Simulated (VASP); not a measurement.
# Al32H (a cell with a defect) in VASP: single point with PBEsol

Aim: the single point of Al32H (a cell with a defect) with PBEsol.

All numbers are computed with VASP 6.6.1; they aren't measurements. Logs are shortened: lines on timing, memory, paths and dates and some standing lists are left out, and cuts for length are marked.

**1. The cell of the first run**

The cell holds a defect, 33 atoms: a = 8.100 Å, b = 8.100 Å, c = 8.100 Å, α = 90.00°, β = 90.00°, γ = 90.00°.

**2. Single point, PBEsol**

The input, INCAR:

```
PREC     = Accurate       # precision mode
ENCUT    = 520            # plane-wave cutoff, eV
EDIFF    = 1E-6           # SCF threshold, eV
ISMEAR   = -1             # smearing method
SIGMA    = 0.1            # smearing width, eV
LREAL    = Auto         
LASPH    = True           # aspherical terms in the spheres
NELM     = 80             # most SCF steps
ALGO     = Normal         # electronic algorithm
ISIF     = 2              # what is computed and relaxed
LWAVE    = False          # write WAVECAR
LCHARG   = False          # write CHGCAR
GGA      = PS             # functional
NBANDS   = 70             # bands
```

The input, KPOINTS:

```
Automatic mesh
0
Gamma
  2 2 2
```

The input, POSCAR:

```
Al32H
1.0
    8.1000000000      0.0000000000      0.0000000000
    0.0000000000      8.1000000000      0.0000000000
    0.0000000000      0.0000000000      8.1000000000
Al H
32 1
Direct
    0.5008794896     -0.0011930662      0.0009758927
    0.7490520621      0.2512194386      0.0009689223
    0.7490442937     -0.0012046705      0.2491407206
    0.0025605426      0.0025767537     -0.0002398135
    0.2474278380      0.2474441743     -0.0002580342
    0.4908514452      0.4907860244     -0.0092759715
    0.7592122705      0.7591486802     -0.0092391370
    0.2474047863      0.0025872942      0.2503415095
    0.5008749840      0.2512736768      0.2491460487
    0.7592772233      0.4907578829      0.2591465459
    0.4996648010      0.0025759433      0.5025904010
    0.7502786665      0.2474442984      0.5025786258
    0.7502457176      0.0025874148      0.7474353578
   -0.0012692788      0.5009161921      0.0009624440
    0.2511424432      0.7490887904      0.0009821946
    0.0025986079      0.2473935804      0.2503070503
    0.2511679135      0.5009378683      0.2491332898
    0.4907641697      0.7592730164      0.2592055780
   -0.0009236455     -0.0008898899      0.4991442612
    0.2508652274      0.2508995660      0.4991499097
    0.5008928094      0.5009428702      0.4988745758
    0.7490329722      0.7490830497      0.4988884225
    0.2508758603     -0.0008947634      0.7509430026
    0.4997140428      0.2473941707      0.7474085012
    0.7490638952      0.5009106649      0.7513108998
   -0.0013096611      0.7491072052      0.2491536735
    0.0025613146      0.4997141655      0.5025920091
    0.2474299733      0.7503276073      0.5025764855
   -0.0009414561      0.2509229748      0.7509558053
    0.2474037713      0.4997288905      0.7474345126
    0.5008612146      0.7491134333      0.7513396900
    0.0025967165      0.7502601649      0.7474098314
    0.6243254891      0.6252343978      0.1260422951
```

Potentials or basis: VASP PAW PBE potentials, release 64 (Al, H).

On the command line:

```sh
> cat potpaw_PBE.64/Al/POTCAR potpaw_PBE.64/H/POTCAR > POTCAR
> mpirun -np 1 vasp_std > vasp.out
```

OUTCAR:

```text
PREC = Accurate
   ENCUT = 520
   EDIFF = 1E-6
   ISMEAR = -1
   LREAL = Auto
   LASPH = True
   NELM = 80
   ISIF = 2
   GGA = PS

 ion  position               nearest neighbor table
   1  0.501  0.999  0.001-   3 2.84  18 2.85   7 2.86  31 2.86  15 2.86  23 2.86   2 2.87   9 2.87
                             5 2.88  24 2.88   8 2.88  13 2.88
   2  0.749  0.251  0.001-   9 2.84  10 2.85   6 2.85  25 2.86  14 2.86  29 2.86   1 2.87   3 2.87
                             4 2.88  13 2.88  16 2.88  24 2.88
   3  0.749  0.999  0.249-   1 2.84  18 2.85   7 2.86  26 2.86  22 2.86  19 2.86   2 2.87   9 2.87
                            12 2.88  16 2.88  11 2.88   4 2.88
   4  0.003  0.003  1.000-   7 2.79   5 2.80  16 2.84   8 2.84  23 2.85  29 2.85  15 2.88   2 2.88
                            26 2.88   3 2.88  13 2.89  32 2.89
   5  0.247  0.247  1.000-   6 2.79   4 2.80  16 2.84   8 2.84  23 2.85  29 2.85   1 2.88  14 2.88
                             9 2.88  17 2.88  30 2.89  24 2.89
   6  0.491  0.491  0.991-  33 1.89  24 2.79  30 2.79   5 2.79  25 2.85  31 2.85   2 2.85   9 2.86
                            15 2.86  17 2.86   7 3.07  10 3.07  18 3.08
   7  0.759  0.759  0.991-  33 1.89  32 2.79  13 2.79   4 2.79  25 2.85  14 2.85  31 2.85  26 2.85
                             1 2.86   3 2.86   6 3.07  10 3.07  18 3.08
   8  0.247  0.003  0.250-  18 2.79  16 2.80   4 2.84   5 2.84  20 2.85  19 2.85   9 2.88  26 2.88
                             1 2.88  15 2.88  28 2.89  11 2.89
   9  0.501  0.251  0.249-   2 2.84  10 2.85   6 2.86  17 2.86  21 2.86  20 2.86   1 2.87   3 2.87
[... 32 lines left out ...]
                            12 2.88  27 2.88  24 2.88  32 2.88
  26  0.999  0.749  0.249-  14 2.84  10 2.85   7 2.85   3 2.86  22 2.86  19 2.86  15 2.87  17 2.87
                            28 2.88   8 2.88  27 2.88   4 2.88
  27  0.003  0.500  0.503-  10 2.79  30 2.80  32 2.84  28 2.84  20 2.85  29 2.85  17 2.88  25 2.88
                            26 2.88  22 2.88  12 2.89  16 2.89
  28  0.247  0.750  0.503-  18 2.79  32 2.80  30 2.84  27 2.84  19 2.85  23 2.85  26 2.88  31 2.88
                            17 2.88  21 2.88  11 2.89   8 2.89
  29  0.999  0.251  0.751-  13 2.85   4 2.85  30 2.85  27 2.85   5 2.85  12 2.85  25 2.86  14 2.86
                             2 2.86  20 2.88  19 2.88  23 2.88
  30  0.247  0.500  0.747-   6 2.79  27 2.80  32 2.84  28 2.84  20 2.85  29 2.85  21 2.88  14 2.88
                            31 2.88  15 2.88   5 2.89  24 2.89
  31  0.501  0.749  0.751-  25 2.84   6 2.85   7 2.85   1 2.86  15 2.86  23 2.86  22 2.87  21 2.87
                            28 2.88  11 2.88  30 2.88  13 2.88
  32  0.003  0.750  0.747-   7 2.79  28 2.80  30 2.84  27 2.84  19 2.85  23 2.85  22 2.88  15 2.88
                            25 2.88  14 2.88   4 2.89  13 2.89
  33  0.624  0.625  0.126-  18 1.87  10 1.88   6 1.89   7 1.89

  LATTYP: Found a simple cubic cell.
 ALAT       =     8.1000000000

  Lattice vectors:

 A1 = (   8.1000000000,   0.0000000000,   0.0000000000)
 A2 = (   0.0000000000,   8.1000000000,   0.0000000000)
 A3 = (   0.0000000000,   0.0000000000,   8.1000000000)

Analysis of symmetry for initial positions (statically):
=====================================================================
 Subroutine PRICEL returns:
 Original cell was already a primitive cell.

 Routine SETGRP: Setting up the symmetry group for a
 simple cubic supercell.

 Subroutine GETGRP returns: Found  1 space group operations
 (whereof  1 operations were pure point group operations)
 out of a pool of 48 trial point group operations.

The static configuration has the point symmetry C_1 .

Analysis of symmetry for dynamics (positions and initial velocities):
=====================================================================
 Subroutine PRICEL returns:
 Original cell was already a primitive cell.

 Routine SETGRP: Setting up the symmetry group for a
 simple cubic supercell.

 Subroutine GETGRP returns: Found  1 space group operations
 (whereof  1 operations were pure point group operations)
 out of a pool of 48 trial point group operations.

The dynamic configuration has the point symmetry C_1 .

 Subroutine INISYM returns: Found  1 space group operations
 (whereof  1 operations are pure point group operations),
 and found     1 'primitive' translations

[... 85 lines left out ...]
----------------------------------------------------------------------------------------

 KPOINTS: Automatic mesh

Automatic generation of k-mesh.
 Grid dimensions read from file:
 generate k-points for:    2    2    2

 Generating k-lattice:

  Cartesian coordinates                     Fractional coordinates (reciprocal lattice)
     0.061728395  0.000000000  0.000000000     0.500000000  0.000000000  0.000000000
     0.000000000  0.061728395  0.000000000     0.000000000  0.500000000  0.000000000
     0.000000000  0.000000000  0.061728395     0.000000000  0.000000000  0.500000000

  Length of vectors
     0.061728395  0.061728395  0.061728395

  Shift w.r.t. Gamma in fractional coordinates (k-lattice)
     0.000000000  0.000000000  0.000000000

 Subroutine IBZKPT returns following result:
 ===========================================

 Found      8 irreducible k-points:

 Following reciprocal coordinates:
            Coordinates               Weight
  0.000000  0.000000  0.000000      1.000000
  0.500000  0.000000  0.000000      1.000000
  0.000000  0.500000  0.000000      1.000000
  0.000000  0.000000  0.500000      1.000000
  0.500000  0.500000  0.000000      1.000000
  0.000000  0.500000  0.500000      1.000000
  0.500000  0.000000  0.500000      1.000000
  0.500000  0.500000  0.500000      1.000000
   k-points           NKPTS =      8   k-points in BZ     NKDIM =      8   number of bands    NBANDS=     70
   number of dos      NEDOS =    301   number of ions     NIONS =     33
   total plane-waves  NPLWV = 216000
   dimension x,y,z NGX =    60 NGY =   60 NGZ =   60
   dimension x,y,z NGXF=   120 NGYF=  120 NGZF=  120
   ions per type =              32   1
   NGX,Y,Z   is equivalent  to a cutoff of  12.31, 12.31, 12.31 a.u.
   NGXF,Y,Z  is equivalent  to a cutoff of  24.63, 24.63, 24.63 a.u.
 SYSTEM =  unknown system
   PREC   = accura    normal or accurate (medium, high low for compatibility)
   ISTART =      0    job   : 0-new  1-cont  2-samecut
   ICHARG =      2    charge: 1-file 2-atom 10-const
   ISPIN  =      1    spin polarized calculation?
   LNONCOLLINEAR =      F non collinear calculations
   LSORBIT =      F    spin-orbit coupling
   LASPH  =      T    aspherical Exc in radial PAW
   ENCUT  =  520.0 eV  38.22 Ry    6.18 a.u.  15.06 15.06 15.06*2*pi/ulx,y,z
   NELM   =     80;   NELMIN=  2; NELMDL= -5     # of ELM steps
   EDIFF  = 0.1E-05   stopping-criterion for ELM
   LREAL  =      T    real-space projection
   EDIFFG = 0.1E-04   stopping-criterion for IOM
   NSW    =      0    number of steps for IOM
   IBRION =     -1    ionic relax: 0-MD 1-quasi-New 2-CG
   NFREE  =      0    steps in history (QN), initial steepest desc. (CG)
   ISIF   =      2    stress and relaxation
   ISYM   =      2    0-nonsym 1-usesym 2-fastsym
   POTIM  = 0.5000    time-step for ionic-motion
   TEBEG  =    0.0;   TEEND  =   0.0 temperature during run
   PSTRESS=    0.0 pullay stress
   NELECT =      97.0000    total number of electrons
   NUPDOWN=      -1.0000    fix difference up-down
   EMIN   =  10.00;   EMAX   =-10.00  energy-range for DOS
   EFERMI =   0.00;   METHOD = LEGACY
   ISMEAR =    -1;   SIGMA  =   0.10  broadening in eV -4-tet -1-fermi 0-gaus
   EFERMI_NEDOS =   21; number of points for ismear=-14 and -15
   IALGO  =     38    algorithm
   IMIX   =      4    mixing-type and parameters
     AMIX     =   0.40;   BMIX     =  1.00
     AMIX_MAG =   1.60;   BMIX_MAG =  1.00
  volume/ion in A,a.u.               =      16.10       108.68
  Fermi-wavevector in a.u.,A,eV,Ry     =   0.928639  1.754874 11.733269  0.862371
  Thomas-Fermi vector in A             =   2.054837
   LORBIT       =      0    0 simple, 1 ext, 2 COOP (PROOUT), +10 PAW based schemes
   GGA     = PS    functional components
   LHFCALC =     F    Hartree Fock is set to
   AEXX    =    0.0000 exact exchange contribution
   IVDW    =     0    specifies the selected vdW correction
   LEPSILON=     F    determine dielectric tensor
   LRPA    =     F    only Hartree local field effects (RPA)
 non-spin polarized calculation
  energy-cutoff  :      520.00
  volume of cell :      531.44
 maximum number of plane-waves:     14400
   NGX = 31   NGY = 31   NGZ = 31

 number of electron      96.9999998 magnetization

 Free energy of the ion-electron system (eV)
  ---------------------------------------------------
  ext. energy  EPLUGINS =         0.00000000
  ---------------------------------------------------
  free energy    TOTEN  =      -133.90841433 eV

  energy without entropy =     -133.32893885  energy(sigma->0) =     -133.61867659

 E-fermi :   7.5736     XC(G=0): -10.2545

 val. band max:        7.5731244000   @ k =   0.0000   0.0000   0.5000
 cond. band min:       7.5762144805   @ k =   0.0000   0.0000   0.5000
 fundamental gap:      0.0030900805
 Fermi energy:         7.5736428614

 k-point     1 :       0.0000    0.0000    0.0000
  band No.  band energies     occupation
      1      -3.3138      2.00000
      2      -1.6283      2.00000
      3      -0.9707      2.00000
      4      -0.9702      2.00000
      5      -0.9697      2.00000
      6      -0.9685      2.00000
[... 493 lines left out ...]
     59      11.1832      0.00000
     60      11.1841      0.00000
 [bands above 60 left out]

------------------------ aborting loop because EDIFF is reached ----------------------------------------

  FORCE on cell =-STRESS in cart. coord.  units (eV):
  Direction    XX          YY          ZZ          XY          YZ          ZX
  --------------------------------------------------------------------------------------
  -------------------------------------------------------------------------------------
  Total       -3.5008509     -3.5004259     -3.5013868     -0.0287377      0.0187474     -0.0077216
  in kB      -10.5542928    -10.5530116    -10.5559085     -0.0866379      0.0565193     -0.0232789
  external PRESSURE =     -10.5544043 kB  Pullay stress =       0.0000000 kB

 VOLUME and BASIS-vectors are now :
 -----------------------------------------------------------------------------
  energy-cutoff  :      520.00
  volume of cell :      531.44
      direct lattice vectors                 reciprocal lattice vectors
     8.100000000  0.000000000  0.000000000     0.123456790  0.000000000  0.000000000
     0.000000000  8.100000000  0.000000000     0.000000000  0.123456790  0.000000000
     0.000000000  0.000000000  8.100000000     0.000000000  0.000000000  0.123456790

 POSITION                                       TOTAL-FORCE (eV/Angst)
 -----------------------------------------------------------------------------------
      4.05712      8.09034      0.00790         0.001941      0.002582      0.001797
      6.06732      2.03488      0.00785        -0.001907     -0.003420      0.001574
      6.06726      8.09024      2.01804        -0.002043      0.002517     -0.002189
      0.02074      0.02087      8.09806         0.002147      0.002026     -0.002630
      2.00417      2.00430      8.09791        -0.002369     -0.002494     -0.002191
      3.97590      3.97537      8.02486        -0.001379      0.001450      0.004243
[... 25 lines left out ...]
      0.02103      6.07711      6.05402         0.001776      0.002479     -0.001793
      5.05704      5.06440      1.02094         0.014559     -0.005740     -0.022309
 -----------------------------------------------------------------------------------
    total drift:                               -0.001357      0.002724      0.001848

  FREE ENERGIE OF THE ION-ELECTRON SYSTEM (eV)
  ---------------------------------------------------
  free  energy   TOTEN  =      -133.9084143327 eV

  energy  without entropy=     -133.3289388519  energy(sigma->0) =     -133.61867659
```

Wall time 2.5 min (1 thread of Intel Xeon 6975P-C (Granite Rapids), shared host); peak memory 0.55 GiB.

Results:

| Property | Result |
| --- | --- |
| Free energy | -133.9084 eV |
| Pressure | -1.1 GPa |
| Largest force | 0.027 eV/Å |

Forces in eV/Å, atoms in the order of the input:
```
Al   0.002  0.003  0.002
Al  -0.002 -0.003  0.002
Al  -0.002  0.003 -0.002
Al   0.002  0.002 -0.003
Al  -0.002 -0.002 -0.002
Al  -0.001  0.001  0.004
Al  -0.006 -0.003  0.007
Al  -0.003  0.003  0.001
Al   0.002 -0.002 -0.002
Al   0.000 -0.001  0.005
Al  -0.001  0.003  0.003
Al   0.002 -0.003  0.002
Al   0.003  0.002 -0.002
Al   0.004  0.002  0.001
Al  -0.002 -0.002  0.002
Al   0.002 -0.002  0.002
Al  -0.002  0.002 -0.002
Al  -0.011  0.010  0.012
Al  -0.002 -0.002 -0.002
Al   0.002  0.002 -0.002
Al   0.002  0.002  0.001
Al  -0.002 -0.002  0.002
Al   0.002 -0.002  0.002
Al  -0.002 -0.002 -0.002
Al  -0.001  0.001 -0.004
Al   0.003 -0.002 -0.002
Al   0.002 -0.002  0.002
Al  -0.003  0.001  0.003
Al  -0.001  0.001  0.001
Al  -0.002 -0.002 -0.002
Al   0.002 -0.001 -0.003
Al   0.002  0.002 -0.002
H    0.015 -0.006 -0.022
```

Levels at points of the mesh, in eV from the Fermi level:
```tsv
k point	band 46	band 47	band 48	band 49	band 50	band 51
(0.00, 0.00, 0.00)	0.43	0.43	0.43	0.51	0.51	0.51
(0.50, 0.00, 0.00)	-0.05	-0.04	-0.04	0.00	0.00	0.00
(0.00, 0.50, 0.00)	-0.05	-0.04	-0.04	0.00	0.00	0.00
(0.00, 0.00, 0.50)	-0.05	-0.04	-0.04	0.00	0.00	0.00
(0.50, 0.50, 0.00)	-0.14	-0.10	-0.10	0.71	1.09	1.09
(0.00, 0.50, 0.50)	-0.14	-0.10	-0.10	0.71	1.09	1.09
(0.50, 0.00, 0.50)	-0.14	-0.10	-0.10	0.71	1.09	1.09
(0.50, 0.50, 0.50)	-0.43	-0.43	-0.43	-0.43	-0.43	-0.42
```

Caveat: the k points lie up to 0.39 Å⁻¹ apart; the PAW data sets were made with another functional, which shifts forces and pressure a little.
